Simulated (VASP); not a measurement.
A run of VASP 6.6.1 is set up as follows.

Contents of INCAR:

```
SYSTEM = V3F
PREC = Accurate ; ENCUT = 520
EDIFF = 1E-6 ; ISMEAR = 0
SIGMA = 0.1 ; LREAL = .False.
LASPH = .True. ; NELM = 150
ALGO = Normal ; ISIF = 2
LWAVE = .False. ; LCHARG = .True.
ISPIN = 2 ; MAGMOM = 2 2 2 0
LORBIT = 11 ; LMAXMIX = 4
GGA = PE ; LELF = .True.
LVHAR = .True. ; NBANDS = 35
```

File KPOINTS:

```
Automatic mesh
0
Gamma
  6 6 6
  0 0 0
```

The input POSCAR:

```
V3F
1.0
    0.0000000000      3.2099406200      3.2099406200
    3.2099406200      0.0000000000      3.2099406200
    3.2099406200      3.2099406200      0.0000000000
V F
3 1
Direct
    0.5000000000      0.5000000000      0.5000000000
    0.2500000000      0.2500000000      0.2500000000
    0.7500000000      0.7500000000      0.7500000000
    0.0000000000      0.0000000000      0.0000000000
```

Potentials or basis: VASP PAW PBE potentials, release 64 (V_sv, F).

Launch:

```console
$ cat potpaw_PBE.64/V_sv/POTCAR potpaw_PBE.64/F/POTCAR > POTCAR
$ mpirun -np 1 vasp_std > vasp.out
```

Problem. Predict the site moments.

Solution. V -1.04, +1.82 (each value once); F +0.08 μB.

Problem. Predict the net moment.

Solution. 3.24 μB per cell.

Caveat: the cell stands under tension.
